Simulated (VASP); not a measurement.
# As (P6/mmm) in VASP: a series of runs

As is run at these levels: PBEsol; tasks: single point, relaxation of cell and atoms.

Everything below comes from runs of VASP 6.6.1. Logs are shortened: lines on timing, memory, paths and dates and some standing lists are left out, and cuts for length are marked.

**1. The cell of the first run**

It takes space group P6/mmm (No. 191, hexagonal). The conventional cell has a = 4.477 Å, b = 4.477 Å, c = 2.799 Å, α = 90.00°, β = 90.00°, γ = 120.00°. Within 3.4 Å of As (site symmetry -6m2) lie 5 As at 2.59 to 2.80 Å.

**2. Single point, PBEsol**

The input, INCAR:

```
ALGO     = Normal         # electronic algorithm
EDIFF    = 1E-7           # SCF threshold, eV
ENCUT    = 520            # plane-wave cutoff, eV
GGA      = PS             # functional
ISIF     = 2              # what is computed and relaxed
ISMEAR   = -1             # smearing method
LASPH    = T              # aspherical terms in the spheres
LCHARG   = F              # write CHGCAR
LREAL    = F              # projectors in reciprocal space
LWAVE    = F              # write WAVECAR
NBANDS   = 12             # bands
NELM     = 60             # most SCF steps
PREC     = Accurate       # precision mode
SIGMA    = 0.05           # smearing width, eV
```

The input, KPOINTS:

```
k-points
0
Gamma
  7 7 9
```

The input, POSCAR:

```
As
1.0
    4.4774812298      0.0000000000      0.0000000000
   -2.2387406149      3.8776124900      0.0000000000
    0.0000000000      0.0000000000      2.7987549163
As
2
Direct
    0.3333333333      0.6666666667      0.0000000000
    0.6666666667      0.3333333333      0.0000000000
```

Potentials or basis: VASP PAW PBE potentials, release 64 (As).

Command:

```
$ cat potpaw_PBE.64/As/POTCAR > POTCAR
$ mpirun -np 1 vasp_std > vasp.out
```

OUTCAR:

```text
EDIFF = 1E-7
   ENCUT = 520
   GGA = PS
   ISIF = 2
   ISMEAR = -1
   LASPH = T
   LREAL = F
   NELM = 60
   PREC = Accurate

 ion  position               nearest neighbor table
   1  0.333  0.667  0.000-   2 2.59   2 2.59   2 2.59
   2  0.667  0.333  0.000-   1 2.59   1 2.59   1 2.59

  LATTYP: Found a hexagonal cell.
 ALAT       =     4.4774812298
 C/A-ratio  =     0.6250735118

  Lattice vectors:

 A1 = (   4.4774812298,   0.0000000000,   0.0000000000)
 A2 = (  -2.2387406149,   3.8776124900,   0.0000000000)
 A3 = (   0.0000000000,   0.0000000000,   2.7987549163)

Analysis of symmetry for initial positions (statically):
=====================================================================
 Subroutine PRICEL returns:
 Original cell was already a primitive cell.

 Routine SETGRP: Setting up the symmetry group for a
 hexagonal supercell.

 Subroutine GETGRP returns: Found 24 space group operations
 (whereof 24 operations were pure point group operations)
 out of a pool of 24 trial point group operations.

The static configuration has the point symmetry D_6h.

Analysis of symmetry for dynamics (positions and initial velocities):
=====================================================================
 Subroutine PRICEL returns:
 Original cell was already a primitive cell.

 Routine SETGRP: Setting up the symmetry group for a
 hexagonal supercell.

 Subroutine GETGRP returns: Found 24 space group operations
 (whereof 24 operations were pure point group operations)
 out of a pool of 24 trial point group operations.

The dynamic configuration has the point symmetry D_6h.

 Subroutine INISYM returns: Found 24 space group operations
 (whereof 24 operations are pure point group operations),
 and found     1 'primitive' translations

----------------------------------------------------------------------------------------

                                     Primitive cell

  volume of cell :      48.5918

  direct lattice vectors                    reciprocal lattice vectors
     4.477481230  0.000000000  0.000000000     0.223339853  0.128945324  0.000000000
    -2.238740615  3.877612490  0.000000000     0.000000000  0.257890649  0.000000000
     0.000000000  0.000000000  2.798754916     0.000000000  0.000000000  0.357301739

  length of vectors
     4.477481230  4.477481230  2.798754916     0.257890649  0.257890649  0.357301739

  position of ions in fractional coordinates (direct lattice)
     0.333333333  0.666666667  0.000000000
     0.666666667  0.333333333  0.000000000

  ion indices of the primitive-cell ions
   primitive index   ion index
                 1           1
                 2           2

----------------------------------------------------------------------------------------

 KPOINTS: k-points

Automatic generation of k-mesh.
 Grid dimensions read from file:
 generate k-points for:    7    7    9

 Generating k-lattice:

  Cartesian coordinates                     Fractional coordinates (reciprocal lattice)
     0.031905693  0.018420761  0.000000000     0.142857143  0.000000000  0.000000000
     0.000000000  0.036841521  0.000000000     0.000000000  0.142857143  0.000000000
     0.000000000  0.000000000  0.039700193     0.000000000  0.000000000  0.111111111

  Length of vectors
     0.036841521  0.036841521  0.039700193

  Shift w.r.t. Gamma in fractional coordinates (k-lattice)
     0.000000000  0.000000000  0.000000000

 Subroutine IBZKPT returns following result:
 ===========================================

 Found     40 irreducible k-points:

 Following reciprocal coordinates:
            Coordinates               Weight
  0.000000  0.000000  0.000000      1.000000
  0.142857  0.000000  0.000000      6.000000
  0.285714  0.000000  0.000000      6.000000
  0.428571 -0.000000  0.000000      6.000000
  0.142857  0.142857  0.000000      6.000000
  0.285714  0.142857  0.000000     12.000000
[... 16 lines left out ...]
  0.428571  0.142857  0.222222     12.000000
  0.285714  0.285714  0.222222     12.000000
 [... further k-points ...]
   k-points           NKPTS =     40   k-points in BZ     NKDIM =     40   number of bands    NBANDS=     12
   number of dos      NEDOS =    301   number of ions     NIONS =      2
   total plane-waves  NPLWV =  31104
   dimension x,y,z NGX =    36 NGY =   36 NGZ =   24
   dimension x,y,z NGXF=    72 NGYF=   72 NGZF=   48
   ions per type =               2
   NGX,Y,Z   is equivalent  to a cutoff of  13.37, 13.37, 14.26 a.u.
   NGXF,Y,Z  is equivalent  to a cutoff of  26.73, 26.73, 28.51 a.u.
 SYSTEM =  unknown system
   PREC   = accura    normal or accurate (medium, high low for compatibility)
   ISTART =      0    job   : 0-new  1-cont  2-samecut
   ICHARG =      2    charge: 1-file 2-atom 10-const
   ISPIN  =      1    spin polarized calculation?
   LNONCOLLINEAR =      F non collinear calculations
   LSORBIT =      F    spin-orbit coupling
   LASPH  =      T    aspherical Exc in radial PAW
   ENCUT  =  520.0 eV  38.22 Ry    6.18 a.u.   8.33  8.33  5.20*2*pi/ulx,y,z
   NELM   =     60;   NELMIN=  2; NELMDL= -5     # of ELM steps
   EDIFF  = 0.1E-06   stopping-criterion for ELM
   LREAL  =      F    real-space projection
   EDIFFG = 0.1E-05   stopping-criterion for IOM
   NSW    =      0    number of steps for IOM
   IBRION =     -1    ionic relax: 0-MD 1-quasi-New 2-CG
   NFREE  =      0    steps in history (QN), initial steepest desc. (CG)
   ISIF   =      2    stress and relaxation
   ISYM   =      2    0-nonsym 1-usesym 2-fastsym
   POTIM  = 0.5000    time-step for ionic-motion
   TEBEG  =    0.0;   TEEND  =   0.0 temperature during run
   PSTRESS=    0.0 pullay stress
   NELECT =      10.0000    total number of electrons
   NUPDOWN=      -1.0000    fix difference up-down
   EMIN   =  10.00;   EMAX   =-10.00  energy-range for DOS
   EFERMI =   0.00;   METHOD = LEGACY
   ISMEAR =    -1;   SIGMA  =   0.05  broadening in eV -4-tet -1-fermi 0-gaus
   EFERMI_NEDOS =   21; number of points for ismear=-14 and -15
   IALGO  =     38    algorithm
   IMIX   =      4    mixing-type and parameters
     AMIX     =   0.40;   BMIX     =  1.00
     AMIX_MAG =   1.60;   BMIX_MAG =  1.00
  volume/ion in A,a.u.               =      24.30       163.96
  Fermi-wavevector in a.u.,A,eV,Ry     =   0.966541  1.826498 12.710595  0.934202
  Thomas-Fermi vector in A             =   2.096352
   LORBIT       =      0    0 simple, 1 ext, 2 COOP (PROOUT), +10 PAW based schemes
   GGA     = PS    functional components
   LHFCALC =     F    Hartree Fock is set to
   AEXX    =    0.0000 exact exchange contribution
   IVDW    =     0    specifies the selected vdW correction
   LEPSILON=     F    determine dielectric tensor
   LRPA    =     F    only Hartree local field effects (RPA)
 non-spin polarized calculation
  energy-cutoff  :      520.00
  volume of cell :       48.59
 maximum number of plane-waves:      1325
 NGX is ok and might be reduce to    36
   NGX = 17   NGY = 17   NGZ = 11

 number of electron      10.0000001 magnetization

 Free energy of the ion-electron system (eV)
  ---------------------------------------------------
  ext. energy  EPLUGINS =         0.00000000
  ---------------------------------------------------
  free energy    TOTEN  =        -9.75193579 eV

  energy without entropy =       -9.74446755  energy(sigma->0) =       -9.74820167

 E-fermi :   4.1517     XC(G=0):  -9.3985

 val. band max:        4.1348828034   @ k =   0.2857   0.1429   0.4444
 cond. band min:       4.1733502476   @ k =   0.0000   0.0000   0.0000
 fundamental gap:      0.0384674442
 Fermi energy:         4.1516509216

 k-point     1 :       0.0000    0.0000    0.0000
  band No.  band energies     occupation
      1     -10.3912      2.00000
      2      -4.2660      2.00000
      3      -0.2567      2.00000
      4      -0.2567      2.00000
      5       4.1734      0.78635
      6       4.1734      0.78635
      7       7.4848      0.00000
      8       8.6261      0.00000
      9      11.7597      0.00000
     10      12.5663      0.00000
     11      19.0226      0.00000
     12      19.0226      0.00000

 k-point     2 :       0.1429    0.0000    0.0000
  band No.  band energies     occupation
      1     -10.2354      2.00000
      2      -4.9407      2.00000
      3      -0.4864      2.00000
      4       0.2942      2.00000
      5       4.1170      1.33361
      6       4.7467      0.00001
      7       7.6191      0.00000
      8       9.5179      0.00000
      9      11.4620      0.00000
     10      12.6799      0.00000
     11      17.0018      0.00000
     12      17.5997      0.00000

 k-point     3 :       0.2857    0.0000    0.0000
  band No.  band energies     occupation
      1      -9.7892      2.00000
      2      -6.1969      2.00000
      3      -0.8958      2.00000
      4       0.8591      2.00000
      5       4.7915      0.00001
      6       6.1327      0.00000
      7       7.9980      0.00000
      8      10.7526      0.00000
      9      11.2063      0.00000
     10      12.9760      0.00000
     11      14.6262      0.00000
     12      14.9150      0.00000
[... 286 lines left out ...]
 k-point    23 :       0.4286    0.1429    0.2222
  band No.  band energies     occupation
      1      -8.1246      2.00000
      2      -6.8544      2.00000
      3      -0.9433      2.00000
      4       2.5812      2.00000
      5       3.6947      1.99979
      6       4.9322      0.00000
      7       6.5933      0.00000
      8       9.5949      0.00000
      9       9.6911      0.00000
     10      12.3374      0.00000
     11      13.9377      0.00000
     12      15.0665      0.00000

 k-point    24 :       0.2857    0.2857    0.2222
  band No.  band energies     occupation
      1      -7.9571      2.00000
      2      -7.0395      2.00000
      3      -1.2714      2.00000
      4       3.7534      1.99930
      5       3.8092      1.99788
      6       4.9372      0.00000
      7       5.3714      0.00000
      8       9.0927      0.00000
      9      10.1986      0.00000
     10      11.9687      0.00000
     11      15.6402      0.00000
     12      16.4566      0.00000

 [... further k-points ...]
[... 5 lines left out ...]
  --------------------------------------------------------------------------------------
  -------------------------------------------------------------------------------------
  Total        0.0843592      0.0843592      0.0292167      0.0000000      0.0000000      0.0000000
  in kB        2.7815059      2.7815059      0.9633385      0.0000000      0.0000000      0.0000000
  external PRESSURE =       2.1754501 kB  Pullay stress =       0.0000000 kB

 VOLUME and BASIS-vectors are now :
 -----------------------------------------------------------------------------
  energy-cutoff  :      520.00
  volume of cell :       48.59
      direct lattice vectors                 reciprocal lattice vectors
     4.477481230  0.000000000  0.000000000     0.223339853  0.128945324  0.000000000
    -2.238740615  3.877612490  0.000000000     0.000000000  0.257890649  0.000000000
     0.000000000  0.000000000  2.798754916     0.000000000  0.000000000  0.357301739

 POSITION                                       TOTAL-FORCE (eV/Angst)
 -----------------------------------------------------------------------------------
     -0.00000      2.58507      0.00000         0.000000      0.000000      0.000000
      2.23874      1.29254      0.00000        -0.000000     -0.000000     -0.000000
 -----------------------------------------------------------------------------------
    total drift:                               -0.000000      0.000000      0.000000

  FREE ENERGIE OF THE ION-ELECTRON SYSTEM (eV)
  ---------------------------------------------------
  free  energy   TOTEN  =        -9.7519357890 eV

  energy  without entropy=       -9.7444675533  energy(sigma->0) =       -9.74820167
```

It took 17 s on 1 thread of Intel Xeon Platinum 8488C (Sapphire Rapids), shared host; peak memory 0.17 GiB.

What came out:

```
Free energy            : -9.7519 eV
Pressure               : 0.2 GPa
Band gap on the k mesh : zero (band 5 reaches 6.36 eV, above the bottom of band 6 at 2.68 eV)
```

Levels at points of the mesh, in eV from the Fermi level:
| k point | band 1 | band 2 | band 3 | band 4 | band 5 | band 6 | band 7 | band 8 | band 9 | band 10 |
| --- | --- | --- | --- | --- | --- | --- | --- | --- | --- | --- |
| (0.00, 0.00, 0.00) | -14.54 | -8.42 | -4.41 | -4.41 | 0.02 | 0.02 | 3.33 | 4.47 | 7.61 | 8.41 |

Caveat: the PAW data sets were made with another functional, which shifts forces and pressure a little.

**3. Relaxation of cell and atoms, PBEsol**

This run uses another cell than the first one, of 25.59 Å³/atom, 1.053 times its volume.

The input, INCAR:

```
PREC = Accurate
ENCUT = 600
EDIFF = 1E-7
ISMEAR = -1
SIGMA = 0.05
LREAL = F
LASPH = T
NELM = 100
ALGO = Normal
ISIF = 3
LWAVE = F
LCHARG = F
GGA = PS
IBRION = 2
NSW = 60
EDIFFG = -0.01
```

The input, KPOINTS:

```
regular mesh
0
Gamma
  7 7 9
```

The input, POSCAR:

```
As
1.0
    4.5664000000      0.0000000000      0.0000000000
   -2.2832000000      3.9546200000      0.0000000000
    0.0000000000      0.0000000000      2.8337400000
As
2
Direct
    0.3333300000      0.6666700000      0.0000000000
    0.6666700000      0.3333300000      0.0000000000
```

Potentials or basis: VASP PAW PBE potentials, release 64 (As).

Command:

```
$ cat potpaw_PBE.64/As/POTCAR > POTCAR
$ mpirun -np 1 vasp_std > vasp.out
```

Run time: 73 s. Hardware: 1 thread of Intel Xeon Platinum 8488C (Sapphire Rapids), shared host; peak memory 0.21 GiB.

The run converged. Its results:

```
Free energy                            : -9.7522 eV
Relaxed volume                         : 24.39 Å³/atom
Relaxed cell                           : a = 4.484 Å, b = 4.484 Å, c = 2.802 Å, α = 90.00°, β = 90.00°, γ = 120.00°
Space group after relaxing (to 0.05 Å) : P6/mmm (No. 191)
Energy gained by relaxing              : 11.0 meV/atom
Ionic steps                            : 5
Pressure after relaxing                : 0.0 GPa
Band gap on the k mesh                 : zero (band 5 reaches 6.31 eV, above the bottom of band 6 at 2.64 eV)
```

Step by step:
| step | energy change (eV) | largest force (eV/Å) | pressure (GPa) | volume (Å³) |
| --- | --- | --- | --- | --- |
| 1 | 0.0000 | 0.0002 | -2.61 | 51.17 |
| 2 | -0.0159 | 0.0001 | 1.04 | 48.14 |
| 3 | -0.0211 | 0.0001 | -0.24 | 49.11 |
| 4 | -0.0221 | 0.0000 | 0.01 | 48.75 |
| 5 | -0.0221 | 0.0000 | -0.02 | 48.79 |

Final structure:
```yaml
crystal:
  lattice:
    - [4.48413, 0.00003, 0.00000]
    - [-2.24204, 3.88339, 0.00000]
    - [0.00000, 0.00000, 2.80180]
  atoms:
    - { symbol: As, position: [0.33333, 0.66667, 0.00000] }
    - { symbol: As, position: [0.66667, 0.33333, 0.00000] }
```

Levels at points of the mesh, in eV from the Fermi level:
```csv
k point,band 3,band 4,band 5,band 6,band 7,band 8
"(0.00, 0.00, 0.00)",-4.39,-4.39,0.03,0.03,3.33,4.48
```

Caveat: the PAW data sets were made with another functional, which shifts forces and pressure a little.

**4. Relaxation of cell and atoms, PBEsol, target pressure 2 GPa, at which the enthalpy is minimised**

This run uses another cell than the first one, of 25.59 Å³/atom, 1.053 times its volume.

The input, INCAR:

```
SYSTEM = As
  PREC = Accurate
  ENCUT = 600
  EDIFF = 1E-6
  ISMEAR = -1
  SIGMA = 0.05
  LREAL = .False.
  LASPH = .True.
  NELM = 100
  ALGO = Normal
  ISIF = 3
  LWAVE = .False.
  LCHARG = .False.
  GGA = PS
  IBRION = 2
  NSW = 60
  EDIFFG = -0.01
  PSTRESS = 20.0
```

The input, KPOINTS:

```
regular mesh
0
Gamma
  7 7 9
  0 0 0
```

POSCAR is that of step 3.

Command:

```
$ cat potpaw_PBE.64/As/POTCAR > POTCAR
$ mpirun -np 1 vasp_std > vasp.out
```

Run time: 71 s. Hardware: 1 thread of Intel Xeon Platinum 8488C (Sapphire Rapids), shared host; peak memory 0.21 GiB.

It converged, with:

```yaml
Free_energy: -9.7421 eV
Relaxed_volume: 23.54 Å³/atom
Relaxed_cell: a = 4.438 Å, b = 4.438 Å, c = 2.760 Å, α = 90.00°, β = 90.00°, γ = 120.00°
Space_group_after_relaxing_to_0.05_Å: P6/mmm (No. 191)
Energy_change_on_relaxing_the_enthalpy_is_what_falls: -6.0 meV/atom
Ionic_steps: 5
Pressure_after_relaxing: 2.0 GPa
Band_gap_on_the_k_mesh: zero (band 5 reaches 6.69 eV, above the bottom of band 6 at 2.98 eV)
```

The path:
| step | energy change (eV) | largest force (eV/Å) | pressure (GPa) | volume (Å³) |
| --- | --- | --- | --- | --- |
| 1 | 0.0000 | 0.0002 | -2.61 | 51.17 |
| 2 | 0.0192 | 0.0000 | 4.05 | 45.90 |
| 3 | -0.0138 | 0.0001 | 1.70 | 47.49 |
| 4 | -0.0099 | 0.0000 | 2.06 | 46.95 |
| 5 | -0.0120 | 0.0000 | 1.96 | 47.08 |

Final structure:
```
CELL_PARAMETERS angstrom
4.43831 0.00003 0.00000
-2.21913 3.84370 0.00000
0.00000 0.00000 2.75995
ATOMIC_POSITIONS crystal
As 0.33333 0.66667 0.00000
As 0.66667 0.33333 0.00000
```

Levels at points of the mesh, in eV from the Fermi level:
| k point | band 2 | band 3 | band 4 | band 5 | band 6 | band 7 | band 8 | band 9 |
| --- | --- | --- | --- | --- | --- | --- | --- | --- |
| (0.00, 0.00, 0.00) | -8.46 | -4.58 | -4.58 | -0.08 | -0.08 | 3.54 | 4.41 | 7.99 |

Caveat: the cell is relaxed towards a set pressure, so the enthalpy falls and the energy may rise; the PAW data sets were made with another functional, which shifts forces and pressure a little.

**5. Overview**

| task | cell | cutoff (eV) | gap on the mesh (eV) | pressure (GPa) |
| --- | --- | --- | --- | --- |
| single point | a = 4.477, b = 4.477, c = 2.799 Å, angles 90.0, 90.0, 120.0°, 2 atoms | 520 | none | 0.2 |
| relaxation of cell and atoms | relaxed from a = 4.566, b = 4.566, c = 2.834 Å, angles 90.0, 90.0, 120.0°, 2 atoms | 600 | none | 0.0 |
| relaxation of cell and atoms | relaxed to 2 GPa from a = 4.566, b = 4.566, c = 2.834 Å, angles 90.0, 90.0, 120.0°, 2 atoms | 600 | none | 2.0 |

Alike in all rows: level PBEsol; potentials or basis VASP PAW PBE potentials, release 64 (As); no spin polarisation; k mesh 7 × 7 × 9; smearing fermi-dirac 0.05 eV.

Caveats: the PAW data sets were made with another functional, which shifts forces and pressure a little; the cell is relaxed towards a set pressure, so the enthalpy falls and the energy may rise (some runs).

Absolute energies hang on the potentials; compare differences alone.
